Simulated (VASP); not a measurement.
Here is a VASP 6.6.1 calculation.

Contents of INCAR:

```
PREC     = Accurate       # precision mode
ENCUT    = 520            # plane-wave cutoff, eV
EDIFF    = 1E-7           # SCF threshold, eV
ISMEAR   = 0              # smearing method
SIGMA    = 0.01           # smearing width, eV
LREAL    = False          # projectors in reciprocal space
LASPH    = True           # aspherical terms in the spheres
NELM     = 100            # most SCF steps
ALGO     = Normal         # electronic algorithm
ISIF     = 2              # what is computed and relaxed
LWAVE    = False          # write WAVECAR
LCHARG   = False          # write CHGCAR
NBANDS   = 11             # bands
```

Contents of KPOINTS:

```
regular mesh
0
Gamma
  10 10 10
```

The input POSCAR:

```
SiC
1.0
    2.1536629607      2.1536629607      0.0000000000
   -2.1536629607      2.1536629607      0.0000000000
    0.0000000000      2.1536629607      2.1709788438
Si C
1 1
Direct
    0.0000000000      0.0000000000      0.0000000000
    0.7500000000      0.2500000000      0.5000000000
```

Potentials or basis: VASP PAW LDA potentials, release 64 (Si, C).

Launch:

```sh
$ cat potpaw_LDA.64/Si/POTCAR potpaw_LDA.64/C/POTCAR > POTCAR
$ mpirun -np 1 vasp_std > vasp.out
```

(1) What does it give for the pressure?

(2) What does it give for the band gap on the k mesh?

Answers

(1) 2.0 GPa.

(2) 1.24 eV, indirect (least direct gap 4.52 eV).

Caveat: the cell differs from its parent crystal (in-plane strain -0.005).
